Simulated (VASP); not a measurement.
Wanted: the native input for a VASP 6.6.1 run.

```
Task                   : single point
Functional             : PBE
Potentials or basis    : VASP PAW PBE potentials, release 64 (B, As)
Cutoff                 : 520 eV
k mesh                 : 10 × 10 × 10
Occupations            : fermi-dirac, width 0.02 eV
Spin                   : no spin polarisation
Dipole correction      : no
Further INCAR settings : ALGO = Normal; EDIFF = 1e-06; NBANDS = 11
```

The structure of BAs lies in POSCAR:

```
BAs
1.0
    0.0000000000      2.3918676041      2.4875423082
    2.3918676041      0.0000000000      2.4875423082
    2.3918676041      2.3918676041      0.0000000000
B As
1 1
Direct
    0.0000000000      0.0000000000      0.0000000000
    0.2500000000      0.2500000000      0.2500000000
```

This cell differs from its parent crystal: uniaxial z strain +4.0%.

One way to write it, as run:

INCAR

```
PREC     = Accurate       # precision mode
ENCUT    = 520            # plane-wave cutoff, eV
EDIFF    = 1E-6           # SCF threshold, eV
ISMEAR   = -1             # smearing method
SIGMA    = 0.02           # smearing width, eV
LREAL    = F              # projectors in reciprocal space
LASPH    = T              # aspherical terms in the spheres
NELM     = 100            # most SCF steps
ALGO     = Normal         # electronic algorithm
ISIF     = 2              # what is computed and relaxed
LWAVE    = F              # write WAVECAR
LCHARG   = F              # write CHGCAR
GGA      = PE             # functional
NBANDS   = 11             # bands
```

KPOINTS

```
regular mesh
0
Gamma
  10 10 10
```

Potentials or basis: VASP PAW PBE potentials, release 64 (B, As).

The run is started by

```sh
$ cat potpaw_PBE.64/B/POTCAR potpaw_PBE.64/As/POTCAR > POTCAR
$ mpirun -np 1 vasp_std > vasp.out
```

Results of the run:

- Pressure: -2.4 GPa
- Band gap on the k mesh: 0.93 eV, indirect (least direct gap 3.02 eV)

Caveat: the cell differs from its parent crystal (uniaxial z strain +4.0%).

Wall time 41 s on 1 thread of AMD EPYC 7R43 64-Core Processor (Zen 3), with other jobs on the host, peak memory 0.14 GiB.
